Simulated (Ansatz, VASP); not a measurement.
**One calculation of CdS, two programs**

File INCAR:

```
SYSTEM = CdS
PREC = Accurate
ENCUT = 540
EDIFF = 1E-6
ISMEAR = -1
SIGMA = 0.02
LREAL = .FALSE.
LASPH = .TRUE.
NELM = 120
ALGO = Normal
ISIF = 2
LWAVE = .FALSE.
LCHARG = .FALSE.
GGA = PE
NBANDS = 20
GGA_COMPAT = .FALSE.
```

The input KPOINTS:

```
regular mesh
0
G
  8 8 8
  0 0 0
```

Contents of POSCAR:

```
CdS
1.0
    0.0000000000      2.9392148365      2.7922540947
    2.9392148365      0.0000000000      2.7922540947
    2.9392148365      2.9392148365      0.0000000000
Cd S
1 1
Direct
    0.0000000000      0.0000000000      0.0000000000
    0.2500000000      0.2500000000      0.2500000000
```

Input for Ansatz:

```yaml
crystal:
  lattice:
    - [0.0, 2.9392148365, 2.7922540947]
    - [2.9392148365, 0.0, 2.7922540947]
    - [2.9392148365, 2.9392148365, 0.0]
  atoms:
    - { symbol: Cd, position: [0.0, 0.0, 0.0] }
    - { symbol: S, position: [0.25, 0.25, 0.25] }
kpoints:
  mp_grid: { grid: [8, 8, 8] }
  band_path:
    path:
      - [0.0, 0.0, 0.0]
      - [-0.5, -0.5, 0.0]
      - [-0.375, -0.375, 0.25]
      - [-0.375, 0.0, 0.375]
      - [0.0, 0.0, 0.5]
      - [-0.5, -0.25, 0.25]
    npoints: 1
hamiltonian:
  xc: pbe
scf:
  occupations: { method: fermi_dirac, width: 0.02 }
  n_extra_bands: 4
output:
  forces: true
  stress: true
  eigenvalues: true
```

Change from the starting cell: uniaxial_z strain -5.0%.

Alike in both runs: task single point; functional PBE; k mesh 8 × 8 × 8; occupations fermi-dirac, width 0.02 eV; no spin polarisation.

|  | VASP | Ansatz |
| --- | --- | --- |
| version | VASP 6.6.1 | Ansatz 0.2.0 |
| potentials or method | VASP PAW PBE potentials, release 64 (Cd_sv_GW, S) | plane waves, PAW |
| plane-wave cutoff (eV) | 540 | 420 |
| valence electrons in the cell | 26 | 26 |

|  | VASP | Ansatz | Ansatz less VASP |
| --- | --- | --- | --- |
| gap on the k mesh at the Fermi level (eV) | 1.11 | 1.11 | +0.001 |
| pressure (GPa) | 3.7 | 4.7 | +1.06 |
| traceless stress, the component that is largest in VASP (GPa) | 0.42 | 0.42 | +0.001 |
